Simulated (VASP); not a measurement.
# Pt (Fm-3m) in VASP: settings compared

Pt is run at these levels: PBE+D4, PBEsol+D3(BJ), RPBE+D3(BJ), LDA, PBEsol; tasks: relaxation of cell and atoms, single point.

All numbers are computed with VASP 6.6.1; they aren't measurements. Logs are shortened: lines on timing, memory, paths and dates and some standing lists are left out, and cuts for length are marked.

## Step 1: The cell of the first run

Symmetry: Fm-3m, No. 225, cubic system. The conventional cell has a = 3.922 Å, b = 3.922 Å, c = 3.922 Å, α = 90.00°, β = 90.00°, γ = 90.00°. Within 3.7 Å of Pt (site symmetry m-3m) lie 12 Pt at 2.77 Å.

## Step 2: Relaxation of cell and atoms, PBE+D4

INCAR

```
ALGO     = Normal         # electronic algorithm
EDIFF    = 1E-6           # SCF threshold, eV
EDIFFG   = -0.01          # ionic threshold
ENCUT    = 600            # plane-wave cutoff, eV
GGA      = PE             # functional
IBRION   = 2              # ionic algorithm
ISIF     = 3              # what is computed and relaxed
ISMEAR   = -1             # smearing method
IVDW     = 13             # dispersion correction
LASPH    = True           # aspherical terms in the spheres
LCHARG   = False          # write CHGCAR
LREAL    = False          # projectors in reciprocal space
LWAVE    = False          # write WAVECAR
NELM     = 80             # most SCF steps
NSW      = 60             # ionic steps
PREC     = Accurate       # precision mode
SIGMA    = 0.05           # smearing width, eV
```

KPOINTS

```
k-points
0
Gamma
  12 12 12
```

POSCAR

```
Pt
1.0
    0.0000000000      1.9609000000      1.9609000000
    1.9609000000      0.0000000000      1.9609000000
    1.9609000000      1.9609000000      0.0000000000
Pt
1
Direct
    0.0000000000      0.0000000000      0.0000000000
```

Potentials or basis: VASP PAW PBE potentials, release 64 (Pt).

Run with:

```bash
$ cat potpaw_PBE.64/Pt/POTCAR > POTCAR
$ mpirun -np 1 vasp_std > vasp.out
```

OUTCAR:

```text
EDIFF = 1E-6
   EDIFFG = -0.01
   ENCUT = 600
   GGA = PE
   IBRION = 2
   ISIF = 3
   ISMEAR = -1
   IVDW = 13
   LASPH = True
   LREAL = False
   NELM = 80
   NSW = 60
   PREC = Accurate

 ion  position               nearest neighbor table
   1  0.000  0.000  0.000-

  LATTYP: Found a face centered cubic cell.
 ALAT       =     3.9218000000

  Lattice vectors:

 A1 = (   0.0000000000,   1.9609000000,   1.9609000000)
 A2 = (   1.9609000000,   0.0000000000,   1.9609000000)
 A3 = (   1.9609000000,   1.9609000000,   0.0000000000)

Analysis of symmetry for initial positions (statically):
=====================================================================
 Subroutine PRICEL returns:
 Original cell was already a primitive cell.

 Routine SETGRP: Setting up the symmetry group for a
 face centered cubic supercell.

 Subroutine GETGRP returns: Found 48 space group operations
 (whereof 48 operations were pure point group operations)
 out of a pool of 48 trial point group operations.

The static configuration has the point symmetry O_h .

Analysis of symmetry for dynamics (positions and initial velocities):
=====================================================================
 Subroutine PRICEL returns:
 Original cell was already a primitive cell.

 Routine SETGRP: Setting up the symmetry group for a
 face centered cubic supercell.

 Subroutine GETGRP returns: Found 48 space group operations
 (whereof 48 operations were pure point group operations)
 out of a pool of 48 trial point group operations.

The dynamic configuration has the point symmetry O_h .

 Subroutine INISYM returns: Found 48 space group operations
 (whereof 48 operations are pure point group operations),
 and found     1 'primitive' translations

----------------------------------------------------------------------------------------

                                     Primitive cell

  volume of cell :      15.0798

  direct lattice vectors                    reciprocal lattice vectors
     0.000000000  1.960900000  1.960900000    -0.254984956  0.254984956  0.254984956
     1.960900000  0.000000000  1.960900000     0.254984956 -0.254984956  0.254984956
     1.960900000  1.960900000  0.000000000     0.254984956  0.254984956 -0.254984956

  length of vectors
     2.773131374  2.773131374  2.773131374     0.441646899  0.441646899  0.441646899

  position of ions in fractional coordinates (direct lattice)
     0.000000000  0.000000000  0.000000000

  ion indices of the primitive-cell ions
   primitive index   ion index
                 1           1

----------------------------------------------------------------------------------------

 KPOINTS: k-points

Automatic generation of k-mesh.
 Grid dimensions read from file:
 generate k-points for:   12   12   12

 Generating k-lattice:

  Cartesian coordinates                     Fractional coordinates (reciprocal lattice)
    -0.021248746  0.021248746  0.021248746     0.083333333  0.000000000  0.000000000
     0.021248746 -0.021248746  0.021248746     0.000000000  0.083333333  0.000000000
     0.021248746  0.021248746 -0.021248746     0.000000000  0.000000000  0.083333333

  Length of vectors
     0.036803908  0.036803908  0.036803908

  Shift w.r.t. Gamma in fractional coordinates (k-lattice)
     0.000000000  0.000000000  0.000000000

 Subroutine IBZKPT returns following result:
 ===========================================

 Found     72 irreducible k-points:

 Following reciprocal coordinates:
            Coordinates               Weight
  0.000000  0.000000  0.000000      1.000000
  0.083333  0.000000  0.000000      8.000000
  0.166667  0.000000  0.000000      8.000000
  0.250000  0.000000  0.000000      8.000000
  0.333333  0.000000  0.000000      8.000000
  0.416667  0.000000  0.000000      8.000000
[... 16 lines left out ...]
  0.500000  0.166667  0.000000     24.000000
 -0.416667  0.166667  0.000000     24.000000
 [... further k-points ...]
   k-points           NKPTS =     72   k-points in BZ     NKDIM =     72   number of bands    NBANDS=      9
   number of dos      NEDOS =    301   number of ions     NIONS =      1
   total plane-waves  NPLWV =  13824
   dimension x,y,z NGX =    24 NGY =   24 NGZ =   24
   dimension x,y,z NGXF=    48 NGYF=   48 NGZF=   48
   ions per type =               1
   NGX,Y,Z   is equivalent  to a cutoff of  14.39, 14.39, 14.39 a.u.
   NGXF,Y,Z  is equivalent  to a cutoff of  28.78, 28.78, 28.78 a.u.
 SYSTEM =  unknown system
   PREC   = accura    normal or accurate (medium, high low for compatibility)
   ISTART =      0    job   : 0-new  1-cont  2-samecut
   ICHARG =      2    charge: 1-file 2-atom 10-const
   ISPIN  =      1    spin polarized calculation?
   LNONCOLLINEAR =      F non collinear calculations
   LSORBIT =      F    spin-orbit coupling
   LASPH  =      T    aspherical Exc in radial PAW
   ENCUT  =  600.0 eV  44.10 Ry    6.64 a.u.   5.54  5.54  5.54*2*pi/ulx,y,z
   NELM   =     80;   NELMIN=  2; NELMDL= -5     # of ELM steps
   EDIFF  = 0.1E-05   stopping-criterion for ELM
   LREAL  =      F    real-space projection
   EDIFFG = -.1E-01   stopping-criterion for IOM
   NSW    =     60    number of steps for IOM
   IBRION =      2    ionic relax: 0-MD 1-quasi-New 2-CG
   NFREE  =      1    steps in history (QN), initial steepest desc. (CG)
   ISIF   =      3    stress and relaxation
   ISYM   =      2    0-nonsym 1-usesym 2-fastsym
   POTIM  = 0.5000    time-step for ionic-motion
   TEBEG  =    0.0;   TEEND  =   0.0 temperature during run
   PSTRESS=    0.0 pullay stress
   NELECT =      10.0000    total number of electrons
   NUPDOWN=      -1.0000    fix difference up-down
   EMIN   =  10.00;   EMAX   =-10.00  energy-range for DOS
   EFERMI =   0.00;   METHOD = LEGACY
   ISMEAR =    -1;   SIGMA  =   0.05  broadening in eV -4-tet -1-fermi 0-gaus
   EFERMI_NEDOS =   21; number of points for ismear=-14 and -15
   IALGO  =     38    algorithm
   IMIX   =      4    mixing-type and parameters
     AMIX     =   0.40;   BMIX     =  1.00
     AMIX_MAG =   1.60;   BMIX_MAG =  1.00
  volume/ion in A,a.u.               =      15.08       101.76
  Fermi-wavevector in a.u.,A,eV,Ry     =   1.427609  2.697791 27.729605  2.038068
  Thomas-Fermi vector in A             =   2.547760
   LORBIT       =      0    0 simple, 1 ext, 2 COOP (PROOUT), +10 PAW based schemes
   GGA     = PE    functional components
   LHFCALC =     F    Hartree Fock is set to
   AEXX    =    0.0000 exact exchange contribution
   IVDW    =    13    specifies the selected vdW correction
   LEPSILON=     F    determine dielectric tensor
   LRPA    =     F    only Hartree local field effects (RPA)
 conjugate gradient relaxation of ions
 non-spin polarized calculation
  energy-cutoff  :      600.00
  volume of cell :       15.08
 maximum number of plane-waves:       531
 NGX is ok and might be reduce to    24
   NGX = 11   NGY = 11   NGZ = 11

--------------------------------------- Ionic step        1  -------------------------------------------

 number of electron      10.0000000 magnetization

 Free energy of the ion-electron system (eV)
  ---------------------------------------------------
  ext. energy  EPLUGINS =         0.00000000
  ---------------------------------------------------
  free energy    TOTEN  =        -6.09310035 eV

  energy without entropy =       -6.07763813  energy(sigma->0) =       -6.08536924

------------------------ aborting loop because EDIFF is reached ----------------------------------------

  DFT-D4 for vdW energy calculation

  Edisp (eV):   -0.77248

  FORCE on cell =-STRESS in cart. coord.  units (eV):
  Direction    XX          YY          ZZ          XY          YZ          ZX
  --------------------------------------------------------------------------------------
  -------------------------------------------------------------------------------------
  Total       0.21457     0.21457     0.21457     0.00000     0.00000     0.00000
  in kB      22.79750    22.79750    22.79750     0.00000     0.00000     0.00000
  external pressure =       22.80 kB  Pullay stress =        0.00 kB
[... 59 lines left out ...]
  energy  without entropy=       -6.8438730249  energy(sigma->0) =       -6.85181545

--------------------------------------- Ionic step        3  -------------------------------------------

 number of electron      10.0000000 magnetization

 Free energy of the ion-electron system (eV)
  ---------------------------------------------------
  ext. energy  EPLUGINS =         0.00000000
  ---------------------------------------------------
  free energy    TOTEN  =        -6.09968225 eV

  energy without entropy =       -6.08411680  energy(sigma->0) =       -6.09189952

 E-fermi :  11.1353     XC(G=0): -13.4405

 val. band max:       11.1339703477   @ k =  -0.4167   0.4167   0.1667
 cond. band min:      11.1408221578   @ k =   0.5000   0.4167   0.0833
 fundamental gap:      0.0068518100
 Fermi energy:        11.1352613305

 k-point     1 :       0.0000    0.0000    0.0000
  band No.  band energies     occupation
      1       0.9849      2.00000
      2       7.3805      2.00000
      3       7.3805      2.00000
      4       7.3805      2.00000
      5       9.5088      2.00000
      6       9.5088      2.00000
      7      25.7724      0.00000
      8      30.6939      0.00000
      9      30.6939      0.00000
[... 265 lines left out ...]
 k-point    24 :      -0.4167    0.1667    0.0000
  band No.  band energies     occupation
      1       4.6838      2.00000
      2       6.7488      2.00000
      3       7.9924      2.00000
      4       8.2800      2.00000
      5      10.8286      1.99567
      6      14.1328      0.00000
      7      17.0956      0.00000
      8      25.8895      0.00000
      9      27.9911      0.00000

 [... further k-points ...]

------------------------ aborting loop because EDIFF is reached ----------------------------------------

  DFT-D4 for vdW energy calculation

  Edisp (eV):   -0.76678

  FORCE on cell =-STRESS in cart. coord.  units (eV):
  Direction    XX          YY          ZZ          XY          YZ          ZX
  --------------------------------------------------------------------------------------
  -------------------------------------------------------------------------------------
  Total      -0.00055    -0.00055    -0.00055    -0.00000    -0.00000     0.00000
  in kB      -0.05768    -0.05768    -0.05768    -0.00000    -0.00000     0.00000
  external pressure =       -0.06 kB  Pullay stress =        0.00 kB
[... 16 lines left out ...]
  FREE ENERGIE OF THE ION-ELECTRON SYSTEM (eV)
  ---------------------------------------------------
  free  energy   TOTEN  =        -6.8664573245 eV

  energy  without entropy=       -6.8508918705  energy(sigma->0) =       -6.85867460

 reached required accuracy - stopping structural energy minimisation
```

Wall time 12 s (1 thread of Intel Xeon Platinum 8488C (Sapphire Rapids), shared host); peak memory 0.15 GiB.

Results:

* Free energy: -6.8665 eV
* Relaxed volume: 15.20 Å³/atom
* Relaxed cell: a = 2.781 Å, b = 2.781 Å, c = 2.781 Å, α = 60.00°, β = 60.00°, γ = 60.00°
* Space group after relaxing (to 0.05 Å): Fm-3m (No. 225)
* Energy gained by relaxing: 0.9 meV/atom
* Ionic steps: 3
* Pressure after relaxing: 0.0 GPa
* Band gap on the k mesh: zero (band 5 reaches 11.61 eV, above the bottom of band 6 at 9.41 eV)
* Dispersion energy per atom: -0.767 eV

The path:
| step | energy change (eV) | largest force (eV/Å) | pressure (GPa) | volume (Å³) |
| --- | --- | --- | --- | --- |
| 1 | 0.0000 | 0.0000 | 2.28 | 15.08 |
| 2 | 0.0058 | 0.0000 | -5.92 | 15.55 |
| 3 | -0.0009 | 0.0000 | -0.01 | 15.20 |

Final structure:
```
CELL_PARAMETERS angstrom
0.00000 1.96620 1.96620
1.96620 0.00000 1.96620
1.96620 1.96620 0.00000
ATOMIC_POSITIONS crystal
Pt 0.00000 0.00000 0.00000
```

Caveat: spin-orbit coupling is left out, which moves the levels of the heavy elements; pairwise dispersion overbinds metals, which lowers pressure and volume.

## Step 3: Relaxation of cell and atoms, PBEsol+D3(BJ)

INCAR

```
PREC     = Accurate       # precision mode
ENCUT    = 600            # plane-wave cutoff, eV
EDIFF    = 1E-6           # SCF threshold, eV
ISMEAR   = -1             # smearing method
SIGMA    = 0.05           # smearing width, eV
LREAL    = F              # projectors in reciprocal space
LASPH    = T              # aspherical terms in the spheres
NELM     = 80             # most SCF steps
ALGO     = Normal         # electronic algorithm
ISIF     = 3              # what is computed and relaxed
LWAVE    = F              # write WAVECAR
LCHARG   = F              # write CHGCAR
GGA      = PS             # functional
IVDW     = 12             # dispersion correction
IBRION   = 2              # ionic algorithm
NSW      = 60             # ionic steps
EDIFFG   = -0.01          # ionic threshold
```

KPOINTS

```
Automatic mesh
0
Gamma
  12 12 12
```

POSCAR is that of step 2.

Potentials or basis: VASP PAW PBE potentials, release 64 (Pt).

Run with:

```bash
$ cat potpaw_PBE.64/Pt/POTCAR > POTCAR
$ mpirun -np 1 vasp_std > vasp.out
```

OUTCAR:

```text
PREC = Accurate
   ENCUT = 600
   EDIFF = 1E-6
   ISMEAR = -1
   LREAL = F
   LASPH = T
   NELM = 80
   ISIF = 3
   GGA = PS
   IVDW = 12
   IBRION = 2
   NSW = 60
   EDIFFG = -0.01
 IVDW          = 12

 ion  position               nearest neighbor table
   1  0.000  0.000  0.000-

  LATTYP: Found a face centered cubic cell.
 ALAT       =     3.9218000000

  Lattice vectors:

 A1 = (   0.0000000000,   1.9609000000,   1.9609000000)
 A2 = (   1.9609000000,   0.0000000000,   1.9609000000)
 A3 = (   1.9609000000,   1.9609000000,   0.0000000000)

Analysis of symmetry for initial positions (statically):
=====================================================================
 Subroutine PRICEL returns:
 Original cell was already a primitive cell.

 Routine SETGRP: Setting up the symmetry group for a
 face centered cubic supercell.

 Subroutine GETGRP returns: Found 48 space group operations
 (whereof 48 operations were pure point group operations)
 out of a pool of 48 trial point group operations.

The static configuration has the point symmetry O_h .

Analysis of symmetry for dynamics (positions and initial velocities):
=====================================================================
 Subroutine PRICEL returns:
[... 147 lines left out ...]

 number of electron      10.0000000 magnetization

 Free energy of the ion-electron system (eV)
  ---------------------------------------------------
  ext. energy  EPLUGINS =         0.00000000
  ---------------------------------------------------
  free energy    TOTEN  =        -6.97303887 eV

  energy without entropy =       -6.95741594  energy(sigma->0) =       -6.96522741

------------------------ aborting loop because EDIFF is reached ----------------------------------------

 Edisp (eV)   -0.74890

 E8    (eV) :    -0.5121
[... 108 lines left out ...]
--------------------------------------- Ionic step        4  -------------------------------------------

 number of electron       9.9999999 magnetization

 Free energy of the ion-electron system (eV)
  ---------------------------------------------------
  ext. energy  EPLUGINS =         0.00000000
  ---------------------------------------------------
  free energy    TOTEN  =        -6.96270910 eV

  energy without entropy =       -6.94742747  energy(sigma->0) =       -6.95506829

 E-fermi :  11.7257     XC(G=0): -13.8090

 val. band max:       11.7226540483   @ k =  -0.4167   0.3333   0.0833
 cond. band min:      11.7290955479   @ k =   0.5000   0.4167   0.0833
 fundamental gap:      0.0064414996
 Fermi energy:        11.7256738386

 k-point     1 :       0.0000    0.0000    0.0000
  band No.  band energies     occupation
      1       1.0500      2.00000
      2       7.7066      2.00000
      3       7.7066      2.00000
      4       7.7066      2.00000
      5       9.9992      2.00000
      6       9.9992      2.00000
      7      26.2297      0.00000
      8      31.3633      0.00000
      9      31.3633      0.00000
[... 265 lines left out ...]
 k-point    24 :      -0.4167    0.1667    0.0000
  band No.  band energies     occupation
      1       4.8517      2.00000
      2       7.0235      2.00000
      3       8.3592      2.00000
      4       8.6283      2.00000
      5      11.4001      1.99703
      6      14.7658      0.00000
      7      17.8998      0.00000
      8      26.6278      0.00000
      9      28.7357      0.00000

 [... further k-points ...]

------------------------ aborting loop because EDIFF is reached ----------------------------------------

 Edisp (eV)   -0.77250

 E8    (eV) :    -0.5282
[... 24 lines left out ...]
  FREE ENERGIE OF THE ION-ELECTRON SYSTEM (eV)
  ---------------------------------------------------
  free  energy   TOTEN  =        -7.7352131001 eV

  energy  without entropy=       -7.7199314727  energy(sigma->0) =       -7.72757229

 reached required accuracy - stopping structural energy minimisation
```

OSZICAR:

```text
N       E                     dE             d eps       ncg     rms          rms(c)
DAV:   1     0.414052989962E+02    0.41405E+02   -0.59883E+03  1328   0.116E+03
[... 28 lines left out ...]
DAV:   7    -0.696343607409E+01   -0.28097E-07   -0.17845E-07   757   0.332E-03
   3 F= -.77351952E+01 E0= -.77275486E+01  d E =-.132518E-01
       N       E                     dE             d eps       ncg     rms          rms(c)
DAV:   1    -0.696278730564E+01    0.64874E-03   -0.17907E-03  1313   0.458E-01    0.652E-02
DAV:   2    -0.696271193415E+01    0.75371E-04   -0.21843E-04  1298   0.133E-01    0.259E-02
DAV:   3    -0.696270838381E+01    0.35503E-05   -0.18932E-05  1309   0.365E-02    0.135E-02
DAV:   4    -0.696270910155E+01   -0.71774E-06   -0.85732E-07  1157   0.735E-03
   4 F= -.77352131E+01 E0= -.77275723E+01  d E =-.132698E-01
```

It took 16 s on 1 thread of Intel Xeon Platinum 8488C (Sapphire Rapids), shared host; peak memory 0.16 GiB.

Results:

```
Free energy                            : -7.7352 eV
Relaxed volume                         : 14.62 Å³/atom
Relaxed cell                           : a = 2.745 Å, b = 2.745 Å, c = 2.745 Å, α = 60.00°, β = 60.00°, γ = 60.00°
Space group after relaxing (to 0.05 Å) : Fm-3m (No. 225)
Energy gained by relaxing              : 13.3 meV/atom
Ionic steps                            : 4
Pressure after relaxing                : -0.1 GPa
Band gap on the k mesh                 : zero (band 5 reaches 12.24 eV, above the bottom of band 6 at 9.88 eV)
Dispersion energy per atom             : -0.772 eV
```

Step by step:
```csv
step,energy change (eV),largest force (eV/Å),pressure (GPa),volume (Å³)
1,0.0000,0.0000,-8.97,15.08
2,0.1279,0.0000,38.15,13.31
3,-0.0133,0.0000,-0.36,14.64
4,-0.0133,0.0000,-0.06,14.62
```

Final structure:
```
Pt
1.0
     0.00000    1.94096    1.94096
     1.94096    0.00000    1.94096
     1.94096    1.94096    0.00000
Pt
1
Direct
  0.00000 0.00000 0.00000
```

Levels at points of the mesh, in eV from the Fermi level:
| k point | band 3 | band 4 | band 5 | band 6 | band 7 | band 8 |
| --- | --- | --- | --- | --- | --- | --- |
| (0.00, 0.00, 0.00) | -4.02 | -4.02 | -1.73 | -1.73 | 14.50 | 19.64 |
| (0.50, 0.00, 0.00) | -4.09 | -0.70 | 0.04 | 0.04 | 6.02 | 14.07 |
| (0.50, 0.50, 0.00) | 0.01 | 0.51 | 0.51 | 1.62 | 9.15 | 11.41 |

Caveat: the PAW data sets were made with another functional, which shifts forces and pressure a little; spin-orbit coupling is left out, which moves the levels of the heavy elements; pairwise dispersion overbinds metals, which lowers pressure and volume.

(Part 1 of 2 ends here.)
